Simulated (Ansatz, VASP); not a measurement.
## C in VASP and in Ansatz

File INCAR:

```
SYSTEM = C
  PREC = Accurate
  ENCUT = 520
  EDIFF = 1E-6
  ISMEAR = 0
  SIGMA = 0.15
  LREAL = .FALSE.
  LASPH = .TRUE.
  NELM = 100
  ALGO = Normal
  ISIF = 2
  LWAVE = .FALSE.
  LCHARG = .FALSE.
  GGA = PS
  IVDW = 12
  NBANDS = 11
```

KPOINTS

```
regular mesh
0
G
  21 21 12
  0 0 0
```

The input POSCAR:

```
C
1.0
    2.5190997031      0.0000000000      0.0000000000
   -1.2595498516      2.1816043375      0.0000000000
    0.0000000000      0.0000000000      3.6177192973
C
2
Direct
    0.3474284648      0.6948569296      0.0000000000
    0.6525715352      0.3051430704      0.0000000000
```

Input for Ansatz:

```yaml
crystal:
  lattice:
    - [2.5190997031, 0.0, 0.0]
    - [-1.2595498516, 2.1816043375, 0.0]
    - [0.0, 0.0, 3.6177192973]
  atoms:
    - { symbol: C, position: [0.3474284648, 0.6948569296, 0.0] }
    - { symbol: C, position: [0.6525715352, 0.3051430704, 0.0] }
basis:
  ecutwfc: 520.0
kpoints:
  mp_grid: { grid: [21, 21, 12] }
hamiltonian:
  xc: pbesol
  pseudopotentials: { kind: paw, azcp: { folder: soft_1 } }
  dispersion: d3bj
scf:
  occupations: { method: gaussian, width: 0.15 }
output:
  forces: true
  stress: true
  eigenvalues: true
```

Change from the starting cell: mode 6 frozen in at +0.060 Å, equal normal strain along x, y and z +0.0250.

Alike in both runs: task single point; functional PBEsol; dispersion D3(BJ); k mesh 21 × 21 × 12; occupations gaussian, width 0.15 eV; no spin polarisation.

|  | VASP | Ansatz |
| --- | --- | --- |
| version | VASP 6.6.1 | Ansatz 0.2.0 |
| potentials or method | VASP PAW PBE potentials, release 64 (C), cutoff 520 eV | scalar-relativistic, plane waves, PAW |
| valence electrons in the cell | 8 | 8 |

```csv
,VASP,Ansatz,Ansatz less VASP
gap on the k mesh at the Fermi level (eV),none,none,-
pressure (GPa),-11.2,-11.7,-0.51
"traceless stress, the component that is largest in VASP (GPa)",-14.31,-14.34,-0.028
rms of the force components (eV/Å),3.700,3.681,-0.0193
```

VASP's potentials were made for PBE, not for PBEsol, and Ansatz warns of the same on its side. Atom by atom the forces differ by 0.019 eV/Å (rms over components). A gap of «none» marks a metal or a gap that the smearing closes.
